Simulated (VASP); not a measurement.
Write the native input for VASP 6.6.1 that does the following.

```
Task                   : single point
Functional             : LDA
Potentials or basis    : VASP PAW LDA potentials, release 64 (Cs_sv, Sn_d, Br)
Cutoff                 : 500 eV
k mesh                 : 3 × 3 × 3
Occupations            : gaussian, width 0.01 eV
Spin                   : no spin polarisation
Dipole correction      : no
Further INCAR settings : ALGO = Normal; EDIFF = 1e-06; NBANDS = 30
```

The structure of CsSnBr3 lies in POSCAR:

```
CsSnBr3
1.0
    5.8390060000      0.0000000000      0.0000000000
    0.0000000000      5.8390060000      0.0000000000
    0.0000000000      0.0000000000      5.8390060000
Cs Sn Br
1 1 3
Direct
    0.0000000000      0.0000000000      0.0000000000
    0.5000000000      0.5000000000      0.5000000000
    0.5000000000      0.0000000000      0.5000000000
    0.5000000000      0.5000000000      0.0000000000
    0.0000000000      0.5000000000      0.5000000000
```

One way to write it, as run:

INCAR

```
SYSTEM = CsSnBr3
PREC     = Accurate       ! precision mode
ENCUT    = 500            ! plane-wave cutoff, eV
EDIFF    = 1E-6           ! SCF threshold, eV
ISMEAR   = 0              ! smearing method
SIGMA    = 0.01           ! smearing width, eV
LREAL    = .FALSE.        ! projectors in reciprocal space
LASPH    = .TRUE.         ! aspherical terms in the spheres
NELM     = 120            ! most SCF steps
ALGO     = Normal         ! electronic algorithm
ISIF     = 2              ! what is computed and relaxed
LWAVE    = .FALSE.        ! write WAVECAR
LCHARG   = .FALSE.        ! write CHGCAR
GGA      = CA             ! functional
NBANDS   = 30             ! bands
GGA_COMPAT= .FALSE.
```

KPOINTS

```
regular mesh
0
G
  3 3 3
  0 0 0
```

Potentials or basis: VASP PAW LDA potentials, release 64 (Cs_sv, Sn_d, Br).

The run is started by

```bash
$ cat potpaw_LDA.64/Cs_sv/POTCAR potpaw_LDA.64/Sn_d/POTCAR potpaw_LDA.64/Br/POTCAR > POTCAR
$ mpirun -np 1 vasp_std > vasp.out
```

It gave:

```json
{"Pressure": "-2.3 GPa", "Band gap on the k mesh": "3.22 eV, direct"}
```

Caveat: spin-orbit coupling is left out, which moves the levels of the heavy elements.

It took 51 s on 1 thread of Intel Xeon 8259CL, with other jobs on the host, peak memory 0.25 GiB.
